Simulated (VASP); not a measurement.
A run of VASP 6.6.1:

The input INCAR:

```
SYSTEM = V
  PREC = Accurate
  ENCUT = 520
  EDIFF = 1E-6
  ISMEAR = -1
  SIGMA = 0.05
  LREAL = .False.
  LASPH = .True.
  NELM = 150
  ALGO = Normal
  ISIF = 2
  LWAVE = .False.
  LCHARG = .False.
  ISPIN = 2
  MAGMOM = 2 2
  LORBIT = 11
  LMAXMIX = 4
  GGA = PE
  NBANDS = 24
```

The input KPOINTS:

```
Automatic mesh
0
Gamma
  12 12 6
  0 0 0
```

Contents of POSCAR:

```
V
1.0
    2.5868150921      0.0000000000      0.0000000000
   -1.2934075460      2.2402475846      0.0000000000
    0.0000000000      0.0000000000      4.6916348032
V
2
Direct
    0.3333333333      0.6666666667      0.2500000000
    0.6666666667      0.3333333333      0.7500000000
```

Potentials or basis: VASP PAW PBE potentials, release 64 (V_sv).

Command:

```console
$ cat potpaw_PBE.64/V_sv/POTCAR > POTCAR
$ mpirun -np 1 vasp_std > vasp.out
```

Hardware: 1 thread of Intel(R) Xeon(R) 6975P-C (Granite Rapids), on a shared host.

Question: Estimate the wall time of this run.

Answer: Run time: 51 s on 1 thread of Intel(R) Xeon(R) 6975P-C (Granite Rapids) (shared host), peak memory 0.19 GiB. Counts: scf iterations 13, k points 76.
